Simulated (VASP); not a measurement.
Si33C31 (a cell with a defect), 64 atoms in the cell. The cell holds a defect, 64 atoms: a = 8.714 Å, b = 8.714 Å, c = 8.714 Å, α = 90.00°, β = 90.00°, γ = 90.00°. 

```yaml
Program: VASP 6.6.1
Task: single point
Functional: PBEsol
Potentials_or_basis: VASP PAW PBE potentials, release 64 (Si, C)
Cutoff: 520 eV
k_mesh: 1 × 1 × 1, shifted
Occupations: fermi-dirac, width 0.05 eV
Spin: no spin polarisation
Dipole_correction: no
Charge: -2
Further_INCAR_settings: LREAL = Auto; ALGO = Normal; EDIFF = 1e-06; NBANDS = 166; ISYM = -1; NELECT = 258.0
```

Potentials or basis: VASP PAW PBE potentials, release 64 (Si, C).

Command:

```bash
$ cat potpaw_PBE.64/Si/POTCAR potpaw_PBE.64/C/POTCAR > POTCAR
$ mpirun -np 1 vasp_std > vasp.out
```

Hardware: 1 thread of AMD EPYC 9R45 96-Core Processor (Zen 5), on a shared host.

Task: Estimate the wall time of this run.

Result: It took 2.7 min on 1 thread of AMD EPYC 9R45 96-Core Processor (Zen 5), on a shared host, peak memory 0.65 GiB. Counts: scf iterations 15, k points 1.
